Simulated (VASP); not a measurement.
BeTe:

```
Te Be
1.0
     0.00000    2.71345    2.71345
     2.71345    0.00000    2.71345
     2.71345    2.71345    0.00000
Te Be
1 1
Direct
  0.75000 0.75000 0.75000
  0.00000 0.00000 0.00000
```

Base run:

- Program: VASP 6.6.1
- Functional: RPBE
- Dispersion: D4
- Potentials or basis: VASP PAW PBE potentials, release 64 (Te, Be)
- Cutoff: 520 eV
- k mesh: 8 × 8 × 8
- Occupations: fermi-dirac, width 0.05 eV
- Spin: no spin polarisation

Its results: band gap on the k mesh 1.75 eV, indirect (least direct gap 3.51 eV); pressure 5.5 GPa.

Q: The run is repeated on the same cell with these changes: functional from RPBE to PBEsol; dispersion from D4 to none. What comes out?

A: Band gap on the k mesh 1.56 eV, indirect (least direct gap 3.49 eV); pressure 7.4 GPa.

Several settings changed at once, so the effect can't be laid on one alone.

Caveats: the PAW data sets were made with another functional, which shifts forces and pressure a little; spin-orbit coupling is left out, which moves the levels of the heavy elements.

A k mesh can miss the band edges.
